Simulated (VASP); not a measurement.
A run of VASP 6.6.1 is set up as follows.

INCAR

```
PREC     = Accurate       # precision mode
ENCUT    = 520            # plane-wave cutoff, eV
EDIFF    = 1E-6           # SCF threshold, eV
ISMEAR   = 0              # smearing method
SIGMA    = 0.02           # smearing width, eV
LREAL    = False          # projectors in reciprocal space
LASPH    = True           # aspherical terms in the spheres
NELM     = 80             # most SCF steps
ALGO     = Normal         # electronic algorithm
ISIF     = 2              # what is computed and relaxed
LWAVE    = False          # write WAVECAR
LCHARG   = False          # write CHGCAR
GGA      = PS             # functional
NBANDS   = 15             # bands
```

File KPOINTS:

```
regular mesh
0
Gamma
  6 6 6
```

Contents of POSCAR:

```
KCl
1.0
   -0.0219033340      3.1133979670      3.1367846680
    3.1136188940     -0.0141708890      3.1290522230
    3.1548375600      3.1468841880     -0.0553895550
K Cl
1 1
Direct
    0.0020959412      0.0028690472     -0.0082015779
    0.4979040588      0.4971309528      0.5082015779
```

Potentials or basis: VASP PAW PBE potentials, release 64 (K_sv, Cl).

Command:

```sh
$ cat potpaw_PBE.64/K_sv/POTCAR potpaw_PBE.64/Cl/POTCAR > POTCAR
$ mpirun -np 1 vasp_std > vasp.out
```

Problem. What does it give for the band gap on the k mesh?

Solution. 5.00 eV, direct.

Problem. Predict the pressure.

Solution. -0.4 GPa.

Problem. Predict the largest force.

Solution. 0.074 eV/Å.

Stress tensor (GPa, compression positive):
```
-0.35 -0.05  0.14
-0.05 -0.25  0.11
 0.14  0.11 -0.50
```

Caveat: the cell differs from its parent crystal (atoms moved at random and the cell strained at random); the PAW data sets were made with another functional, which shifts forces and pressure a little.
